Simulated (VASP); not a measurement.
Set up this calculation in VASP 6.6.1, as the native input.

| Item | Value |
| --- | --- |
| Task | single point |
| Functional | PBE |
| Potentials or basis | VASP PAW PBE potentials, release 64 (Ti_sv, Si) |
| Cutoff | 520 eV |
| k mesh | 14 × 14 × 14 |
| Occupations | gaussian, width 0.15 eV |
| Spin | no spin polarisation |
| Dipole correction | no |
| Further INCAR settings | ALGO = Normal; EDIFF = 1e-06; NBANDS = 29 |

The structure of TiSi2 lies in POSCAR:

```
TiSi2
1.0
    0.0000000000      4.1351811254      4.2795976059
    2.4038689114      0.0000000000      4.2795976059
    2.4038689114      4.1351811254      0.0000000000
Ti Si
2 4
Direct
    0.7500000000      0.7500000000      0.7500000000
    0.5000000000      0.5000000000      0.5000000000
    0.0868244589      0.4131755411      0.0868244589
    0.4131755411      0.0868244589      0.4131755411
    0.1631755411      0.8368244589      0.1631755411
    0.8368244589      0.1631755411      0.8368244589
```

One way to write it, as run:

INCAR

```
SYSTEM = TiSi2
ALGO     = Normal         ! electronic algorithm
EDIFF    = 1E-6           ! SCF threshold, eV
ENCUT    = 520            ! plane-wave cutoff, eV
GGA      = PE             ! functional
ISIF     = 2              ! what is computed and relaxed
ISMEAR   = 0              ! smearing method
LASPH    = .TRUE.         ! aspherical terms in the spheres
LCHARG   = .TRUE.         ! write CHGCAR
LELF     = .TRUE.         ! ELF
LREAL    = .FALSE.        ! projectors in reciprocal space
LVHAR    = .TRUE.       
LWAVE    = .FALSE.        ! write WAVECAR
NBANDS   = 29             ! bands
NELM     = 60             ! most SCF steps
PREC     = Accurate       ! precision mode
SIGMA    = 0.15           ! smearing width, eV
```

KPOINTS

```
k-points
0
G
  14 14 14
  0 0 0
```

Potentials or basis: VASP PAW PBE potentials, release 64 (Ti_sv, Si).

Command:

```sh
$ cat potpaw_PBE.64/Ti_sv/POTCAR potpaw_PBE.64/Si/POTCAR > POTCAR
$ mpirun -np 1 vasp_std > vasp.out
```

It gave:

The pressure is 0.0 GPa. The largest force is 0.007 eV/Å and the band gap on the k mesh is zero (band 20 reaches 10.72 eV, above the bottom of band 21 at 8.87 eV).

Wall time 12 min on 1 thread of Intel(R) Xeon(R) 6975P-C (Granite Rapids) (shared host), peak memory 0.89 GiB.
